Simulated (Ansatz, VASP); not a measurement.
One calculation of Au, two programs

```
Au
1.0
    -1.62107    1.62107    1.66160
     1.62107   -1.62107    1.66160
     1.62107    1.62107   -1.66160
Au
1
Direct
  0.00000 0.00000 0.00000
```

Change from the starting cell: strain +0.000 along x and y, +0.025 along z, atoms carried along.

Alike in both runs: task single point; functional PBEsol; k mesh 26 × 26 × 26; occupations gaussian, width 0.15 eV; no spin polarisation.

|  | VASP | Ansatz |
| --- | --- | --- |
| version | VASP 6.6.1 | Ansatz 0.2.0 |
| potentials or method | VASP PAW PBE potentials, release 64 (Au), cutoff 520 eV | scalar-relativistic, plane waves, PAW |
| valence electrons in the cell | 11 | 19 |

Ansatz gave:

- gap on the k mesh at the Fermi level (eV): none
- pressure (GPa): -3.8
- traceless stress, the component that is largest in VASP (GPa): 0.16

Q: Which values does VASP return?

A: gap on the k mesh at the Fermi level (eV): none; pressure (GPa): -4.0; traceless stress, the component that is largest in VASP (GPa): 0.16.

VASP's potentials were made for PBE, not for PBEsol. A gap of «none» marks a metal or a gap that the smearing closes. VASP's potentials hold 11 valence electrons a cell and Ansatz's 19, so a difference there can come from the potentials and not from the codes.

Neither program's run includes spin-orbit coupling.
